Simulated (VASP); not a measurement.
# Y2S (P4/mmm) in VASP: a series of runs

The runs below take Y2S through single point, with PBE.

Everything below comes from runs of VASP 6.6.1. Logs are shortened: lines on timing, memory, paths and dates and some standing lists are left out, and cuts for length are marked.

### 1 The cell of the first run

It takes space group P4/mmm (No. 123, tetragonal). The conventional cell has a = 4.594 Å, b = 4.594 Å, c = 3.500 Å, α = 90.00°, β = 90.00°, γ = 90.00°. Within 3.8 Å of Y (site symmetry mmm) lie 4 S at 2.89 Å and 6 Y at 3.25 to 3.50 Å. S (site symmetry 4/mmm) has 8 Y at 2.89 Å and 2 S at 3.50 Å within 3.8 Å.

### 2 Single point, PBE (atoms taken out)

File INCAR:

```
PREC = Accurate
ENCUT = 520
EDIFF = 1E-6
ISMEAR = 0
SIGMA = 0.1
LREAL = False
LASPH = True
NELM = 100
ALGO = Normal
ISIF = 2
LWAVE = False
LCHARG = True
GGA = PE
LELF = True
LVHAR = True
NBANDS = 21
```

File KPOINTS:

```
regular mesh
0
Gamma
  4 4 6
```

File POSCAR:

```
Y2S
1.0
    4.5935044447      0.0000000000      0.0000000000
    0.0000000000      4.5935044447      0.0000000000
    0.0000000000      0.0000000000      3.5003359812
Y S
2 1
Direct
    0.0000000000      0.5000000000      0.0000000000
    0.5000000000      0.0000000000      0.0000000000
    0.5000000000      0.5000000000      0.5000000000
```

Potentials or basis: VASP PAW PBE potentials, release 64 (Y_sv, S).

Run with:

```console
cat potpaw_PBE.64/Y_sv/POTCAR potpaw_PBE.64/S/POTCAR > POTCAR
mpirun -np 1 vasp_std > vasp.out
```

OUTCAR:

```text
PREC = Accurate
   ENCUT = 520
   EDIFF = 1E-6
   ISMEAR = 0
   LREAL = False
   LASPH = True
   NELM = 100
   ISIF = 2
   GGA = PE

 ion  position               nearest neighbor table
   1  0.000  0.500  0.000-   3 2.89   3 2.89   3 2.89   3 2.89   2 3.25   2 3.25   2 3.25   2 3.25

   2  0.500  0.000  0.000-   3 2.89   3 2.89   3 2.89   3 2.89   1 3.25   1 3.25   1 3.25   1 3.25

   3  0.500  0.500  0.500-   1 2.89   2 2.89   1 2.89   2 2.89   2 2.89   2 2.89   1 2.89   1 2.89

  LATTYP: Found a simple tetragonal cell.
 ALAT       =     4.5935044447
 C/A-ratio  =     0.7620186338

  Lattice vectors:

 A1 = (   4.5935044447,   0.0000000000,   0.0000000000)
 A2 = (   0.0000000000,   4.5935044447,   0.0000000000)
 A3 = (   0.0000000000,   0.0000000000,   3.5003359812)

Analysis of symmetry for initial positions (statically):
=====================================================================
 Subroutine PRICEL returns:
 Original cell was already a primitive cell.

 Routine SETGRP: Setting up the symmetry group for a
 simple tetragonal supercell.

 Subroutine GETGRP returns: Found 16 space group operations
 (whereof 16 operations were pure point group operations)
 out of a pool of 16 trial point group operations.

The static configuration has the point symmetry D_4h.

Analysis of symmetry for dynamics (positions and initial velocities):
=====================================================================
 Subroutine PRICEL returns:
 Original cell was already a primitive cell.

 Routine SETGRP: Setting up the symmetry group for a
 simple tetragonal supercell.

 Subroutine GETGRP returns: Found 16 space group operations
 (whereof 16 operations were pure point group operations)
 out of a pool of 16 trial point group operations.

The dynamic configuration has the point symmetry D_4h.

 Subroutine INISYM returns: Found 16 space group operations
 (whereof 16 operations are pure point group operations),
 and found     1 'primitive' translations

----------------------------------------------------------------------------------------

                                     Primitive cell

  volume of cell :      73.8581

  direct lattice vectors                    reciprocal lattice vectors
     4.593504445  0.000000000  0.000000000     0.217698712  0.000000000  0.000000000
     0.000000000  4.593504445  0.000000000     0.000000000  0.217698712  0.000000000
     0.000000000  0.000000000  3.500335981     0.000000000  0.000000000  0.285686861

  length of vectors
     4.593504445  4.593504445  3.500335981     0.217698712  0.217698712  0.285686861

  position of ions in fractional coordinates (direct lattice)
     0.000000000  0.500000000  0.000000000
     0.500000000  0.000000000  0.000000000
     0.500000000  0.500000000  0.500000000

  ion indices of the primitive-cell ions
   primitive index   ion index
                 1           1
                 2           2
                 3           3

----------------------------------------------------------------------------------------

 KPOINTS: regular mesh

Automatic generation of k-mesh.
 Grid dimensions read from file:
 generate k-points for:    4    4    6

 Generating k-lattice:

  Cartesian coordinates                     Fractional coordinates (reciprocal lattice)
     0.054424678  0.000000000  0.000000000     0.250000000  0.000000000  0.000000000
     0.000000000  0.054424678  0.000000000     0.000000000  0.250000000  0.000000000
     0.000000000  0.000000000  0.047614477     0.000000000  0.000000000  0.166666667

  Length of vectors
     0.054424678  0.054424678  0.047614477

  Shift w.r.t. Gamma in fractional coordinates (k-lattice)
     0.000000000  0.000000000  0.000000000

 Subroutine IBZKPT returns following result:
 ===========================================

 Found     24 irreducible k-points:

 Following reciprocal coordinates:
            Coordinates               Weight
  0.000000  0.000000  0.000000      1.000000
  0.250000  0.000000  0.000000      4.000000
  0.500000  0.000000  0.000000      2.000000
  0.250000  0.250000  0.000000      4.000000
  0.500000  0.250000  0.000000      4.000000
  0.500000  0.500000  0.000000      1.000000
[... 16 lines left out ...]
  0.500000  0.250000  0.500000      4.000000
  0.500000  0.500000  0.500000      1.000000
   k-points           NKPTS =     24   k-points in BZ     NKDIM =     24   number of bands    NBANDS=     21
   number of dos      NEDOS =    301   number of ions     NIONS =      3
   total plane-waves  NPLWV =  36288
   dimension x,y,z NGX =    36 NGY =   36 NGZ =   28
   dimension x,y,z NGXF=    72 NGYF=   72 NGZF=   56
   ions per type =               2   1
   NGX,Y,Z   is equivalent  to a cutoff of  13.03, 13.03, 13.30 a.u.
   NGXF,Y,Z  is equivalent  to a cutoff of  26.06, 26.06, 26.60 a.u.
 SYSTEM =  unknown system
   PREC   = accura    normal or accurate (medium, high low for compatibility)
   ISTART =      0    job   : 0-new  1-cont  2-samecut
   ICHARG =      2    charge: 1-file 2-atom 10-const
   ISPIN  =      1    spin polarized calculation?
   LNONCOLLINEAR =      F non collinear calculations
   LSORBIT =      F    spin-orbit coupling
   LASPH  =      T    aspherical Exc in radial PAW
   ENCUT  =  520.0 eV  38.22 Ry    6.18 a.u.   8.54  8.54  6.51*2*pi/ulx,y,z
   NELM   =    100;   NELMIN=  2; NELMDL= -5     # of ELM steps
   EDIFF  = 0.1E-05   stopping-criterion for ELM
   LREAL  =      F    real-space projection
   EDIFFG = 0.1E-04   stopping-criterion for IOM
   NSW    =      0    number of steps for IOM
   IBRION =     -1    ionic relax: 0-MD 1-quasi-New 2-CG
   NFREE  =      0    steps in history (QN), initial steepest desc. (CG)
   ISIF   =      2    stress and relaxation
   ISYM   =      2    0-nonsym 1-usesym 2-fastsym
   POTIM  = 0.5000    time-step for ionic-motion
   TEBEG  =    0.0;   TEEND  =   0.0 temperature during run
   PSTRESS=    0.0 pullay stress
   NELECT =      28.0000    total number of electrons
   NUPDOWN=      -1.0000    fix difference up-down
   EMIN   =  10.00;   EMAX   =-10.00  energy-range for DOS
   EFERMI =   0.00;   METHOD = LEGACY
   ISMEAR =     0;   SIGMA  =   0.10  broadening in eV -4-tet -1-fermi 0-gaus
   EFERMI_NEDOS =   21; number of points for ismear=-14 and -15
   IALGO  =     38    algorithm
   IMIX   =      4    mixing-type and parameters
     AMIX     =   0.40;   BMIX     =  1.00
     AMIX_MAG =   1.60;   BMIX_MAG =  1.00
  volume/ion in A,a.u.               =      24.62       166.14
  Fermi-wavevector in a.u.,A,eV,Ry     =   1.184845  2.239032 19.100640  1.403857
  Thomas-Fermi vector in A             =   2.321051
   LORBIT       =      0    0 simple, 1 ext, 2 COOP (PROOUT), +10 PAW based schemes
   GGA     = PE    functional components
   LHFCALC =     F    Hartree Fock is set to
   AEXX    =    0.0000 exact exchange contribution
   IVDW    =     0    specifies the selected vdW correction
   LEPSILON=     F    determine dielectric tensor
   LRPA    =     F    only Hartree local field effects (RPA)
 non-spin polarized calculation
 Gauss-broadening in eV      SIGMA  =   0.10
  energy-cutoff  :      520.00
  volume of cell :       73.86
 maximum number of plane-waves:      2005
 NGX is ok and might be reduce to    36
   NGX = 17   NGY = 17   NGZ = 13

 number of electron      28.0000000 magnetization

 Free energy of the ion-electron system (eV)
  ---------------------------------------------------
  ext. energy  EPLUGINS =         0.00000000
  ---------------------------------------------------
  free energy    TOTEN  =       -19.68758167 eV

  energy without entropy =      -19.67342561  energy(sigma->0) =      -19.68050364

 E-fermi :   5.0716     XC(G=0): -10.0262

 val. band max:        5.0238049225   @ k =   0.5000   0.2500   0.3333
 cond. band min:       5.0967388779   @ k =   0.2500   0.0000   0.0000
 fundamental gap:      0.0729339554
 Fermi energy:         5.0716251422

 k-point     1 :       0.0000    0.0000    0.0000
  band No.  band energies     occupation
      1     -37.9037      2.00000
      2     -37.7585      2.00000
      3     -18.2179      2.00000
      4     -18.2179      2.00000
      5     -17.8332      2.00000
      6     -17.6721      2.00000
[... 13 lines left out ...]
     20       9.4922      0.00000
     21       9.4924      0.00000

 k-point     2 :       0.2500    0.0000    0.0000
  band No.  band energies     occupation
      1     -37.8822      2.00000
      2     -37.7795      2.00000
      3     -18.1661      2.00000
      4     -18.1335      2.00000
      5     -17.8086      2.00000
      6     -17.6946      2.00000
[... 13 lines left out ...]
     20       8.7227      0.00000
     21       9.0929      0.00000

 k-point     3 :       0.5000    0.0000    0.0000
  band No.  band energies     occupation
      1     -37.8310      2.00000
      2     -37.8303      2.00000
      3     -18.0759      2.00000
      4     -17.9914      2.00000
      5     -17.7976      2.00000
      6     -17.7746      2.00000
[... 13 lines left out ...]
     20       7.6154      0.00000
     21       7.9963      0.00000

 k-point     4 :       0.2500    0.2500    0.0000
  band No.  band energies     occupation
      1     -37.8667      2.00000
      2     -37.7941      2.00000
      3     -18.3412      2.00000
      4     -17.9136      2.00000
      5     -17.8734      2.00000
      6     -17.7906      2.00000
[... 13 lines left out ...]
     20       8.1150      0.00000
     21       8.9593      0.00000

 k-point     5 :       0.5000    0.2500    0.0000
  band No.  band energies     occupation
      1     -37.8302      2.00000
      2     -37.8298      2.00000
      3     -18.3920      2.00000
      4     -18.0680      2.00000
      5     -17.7498      2.00000
      6     -17.7481      2.00000
[... 13 lines left out ...]
     20       8.3068      0.00000
     21       9.3041      0.00000
[... 382 lines left out ...]
     20       8.0317      0.00000
     21       8.9728      0.00000

 k-point    22 :       0.2500    0.2500    0.5000
  band No.  band energies     occupation
      1     -37.8349      2.00000
      2     -37.7642      2.00000
      3     -18.2344      2.00000
      4     -18.2338      2.00000
      5     -18.0922      2.00000
      6     -17.8561      2.00000
[... 13 lines left out ...]
     20       8.3909      0.00000
     21       8.7480      0.00000

 k-point    23 :       0.5000    0.2500    0.5000
  band No.  band energies     occupation
      1     -37.7993      2.00000
      2     -37.7991      2.00000
      3     -18.2572      2.00000
      4     -18.1624      2.00000
      5     -18.1504      2.00000
      6     -18.0153      2.00000
[... 13 lines left out ...]
     20       8.1306      0.00000
     21       8.1440      0.00000

 k-point    24 :       0.5000    0.5000    0.5000
  band No.  band energies     occupation
      1     -37.7986      2.00000
      2     -37.7986      2.00000
      3     -18.3858      2.00000
      4     -18.1489      2.00000
      5     -18.1489      2.00000
      6     -18.1272      2.00000
[... 13 lines left out ...]
     20       8.2805      0.00000
     21       8.6654      0.00000

------------------------ aborting loop because EDIFF is reached ----------------------------------------

  FORCE on cell =-STRESS in cart. coord.  units (eV):
  Direction    XX          YY          ZZ          XY          YZ          ZX
  --------------------------------------------------------------------------------------
  -------------------------------------------------------------------------------------
  Total       -0.0866976     -0.0866976     -0.0407736      0.0000000     -0.0000000      0.0000000
  in kB       -1.8806996     -1.8806996     -0.8844884      0.0000000     -0.0000000      0.0000000
  external PRESSURE =      -1.5486292 kB  Pullay stress =       0.0000000 kB

 VOLUME and BASIS-vectors are now :
 -----------------------------------------------------------------------------
  energy-cutoff  :      520.00
  volume of cell :       73.86
      direct lattice vectors                 reciprocal lattice vectors
     4.593504445  0.000000000  0.000000000     0.217698712  0.000000000  0.000000000
     0.000000000  4.593504445  0.000000000     0.000000000  0.217698712  0.000000000
     0.000000000  0.000000000  3.500335981     0.000000000  0.000000000  0.285686861

 POSITION                                       TOTAL-FORCE (eV/Angst)
 -----------------------------------------------------------------------------------
      0.00000      2.29675      0.00000         0.000000      0.000000      0.000000
      2.29675      0.00000      0.00000         0.000000      0.000000      0.000000
      2.29675      2.29675      1.75017         0.000000      0.000000      0.000000
 -----------------------------------------------------------------------------------
    total drift:                                0.000000      0.000000     -0.000000

  FREE ENERGIE OF THE ION-ELECTRON SYSTEM (eV)
  ---------------------------------------------------
  free  energy   TOTEN  =       -19.6875816707 eV

  energy  without entropy=      -19.6734256096  energy(sigma->0) =      -19.68050364
```

It took 54 s on 1 thread of Intel Xeon Platinum 8259CL at 2.50GHz (Skylake/Cascade Lake), shared host; peak memory 0.2 GiB.

What came out:

```yaml
Free_energy: -19.6876 eV
Pressure: -0.2 GPa
Band_gap_on_the_k_mesh: zero (bands 14 and 15 overlap by 1.62 eV)
```

Caveat: the cell differs from its parent crystal (atoms taken out).

### 3 Single point, PBE (atoms taken out)

File INCAR:

```
PREC = Accurate
ENCUT = 520
EDIFF = 1E-6
ISMEAR = 0
SIGMA = 0.1
LREAL = False
LASPH = True
NELM = 60
ALGO = Normal
ISIF = 2
LWAVE = False
LCHARG = False
GGA = PE
NBANDS = 21
```

KPOINTS is that of step 2.

File POSCAR:

```
Y2S
1.0
    4.9332723400      0.0000000000      0.0000000000
    0.0000000000      4.9332723400      0.0000000000
    0.0000000000      0.0000000000      3.4883503300
Y S
2 1
Direct
    0.0000000000      0.5000000000      0.0000000000
    0.5000000000      0.0000000000      0.0000000000
    0.5000000000      0.5000000000      0.5000000000
```

Potentials or basis: VASP PAW PBE potentials, release 64 (Y_sv, S).

Run with:

```console
cat potpaw_PBE.64/Y_sv/POTCAR potpaw_PBE.64/S/POTCAR > POTCAR
mpirun -np 1 vasp_std > vasp.out
```

Run time: 55 s. Hardware: 1 thread of Intel Xeon Platinum 8259CL at 2.50GHz (Skylake/Cascade Lake), shared host; peak memory 0.23 GiB.

The run converged. Its results:

- Free energy: -19.3710 eV
- Pressure: -6.3 GPa
- Band gap on the k mesh: zero (bands 14 and 15 overlap by 1.28 eV)

Stress tensor (GPa, compression positive):
```
-7.78  0.00  0.00
 0.00 -7.78  0.00
 0.00  0.00 -3.32
```

Levels at points of the mesh, in eV from the Fermi level:
| k point | band 12 | band 13 | band 14 | band 15 | band 16 | band 17 |
| --- | --- | --- | --- | --- | --- | --- |
| (0.00, 0.00, 0.00) | -2.90 | -2.50 | -0.94 | -0.85 | -0.72 | 1.47 |
| (0.50, 0.00, 0.00) | -2.91 | -1.09 | -0.94 | 0.27 | 0.28 | 1.37 |
| (0.50, 0.50, 0.00) | -3.28 | -0.45 | -0.09 | -0.09 | 0.83 | 0.83 |
| (0.00, 0.00, 0.50) | -4.94 | -0.90 | -0.01 | 1.20 | 1.35 | 1.35 |
| (0.50, 0.00, 0.50) | -4.27 | 0.02 | 0.40 | 0.56 | 1.14 | 1.34 |
| (0.50, 0.50, 0.50) | -4.00 | -1.62 | -0.69 | -0.69 | 1.51 | 1.67 |

Caveat: the cell differs from its parent crystal (atoms taken out); the cell stands under tension.
